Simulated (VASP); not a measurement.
Runs of VASP 6.6.1 on Pt. The structure is that of space group Fm-3m (No. 225), or close to it. The cells are those of the table. 

```csv
cell,k mesh,smearing,gap on the mesh (eV),pressure (GPa)
"a = 2.639 Å, angles 60.0°, 1 atom",23 × 23 × 23,fermi-dirac 0.1 eV,none,(b)
"a = 2.754 Å, angles 60.0°, 1 atom",14 × 14 × 14,fermi-dirac 0.1 eV,none,0.8
"a = 2.754 Å, angles 60.0°, 1 atom",14 × 14 × 14,methfessel-paxton 0.6 eV,none,0.7
"a = 2.754 Å, angles 60.0°, 1 atom",14 × 14 × 14,gaussian 1 eV,none,3.9
"a = 2.754 Å, angles 60.0°, 1 atom",14 × 14 × 14,gaussian 0.1 eV,none,(a)
```

Alike in all rows: task single point; level LDA; potentials or basis VASP PAW LDA potentials, release 64 (Pt); no spin polarisation; cutoff (eV) 520.

Task: Fill in the values left out.

Result: (a) 0.4; (b) 56.4.

Caveats: spin-orbit coupling is left out, which moves the levels of the heavy elements.

A k mesh can miss the band edges, and the runs leave out spin-orbit coupling on Pt.

A gap of «none» marks levels without a gap at the run's occupations.
